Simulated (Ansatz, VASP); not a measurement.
# PbS: VASP beside Ansatz

```
CELL_PARAMETERS angstrom
0.00000 2.98809 2.98809
2.98809 0.00000 2.98809
2.98809 2.98809 0.00000
ATOMIC_POSITIONS crystal
Pb 0.50000 0.50000 0.50000
S 0.00000 0.00000 0.00000
```

Alike in both runs: task single point; functional PBE; dispersion D3(BJ); k mesh 6 × 6 × 6; occupations gaussian, width 0.1 eV; no spin polarisation.

|  | VASP | Ansatz |
| --- | --- | --- |
| version | VASP 6.6.1 | Ansatz 0.2.0 |
| potentials or method | VASP PAW PBE potentials, release 64 (Pb_d, S), cutoff 500 eV | scalar-relativistic, plane waves, PAW |
| valence electrons in the cell | 20 | 20 |

Ansatz gave:

```
gap on the k mesh at the Fermi level (eV) : 0.45
least direct gap on the mesh (eV)         : 0.45
pressure (GPa)                            : -1.2
```

Problem. Which values does VASP return?

Solution. gap on the k mesh at the Fermi level (eV): 0.45; least direct gap on the mesh (eV): 0.45; pressure (GPa): -1.3.

Neither program's run includes spin-orbit coupling.
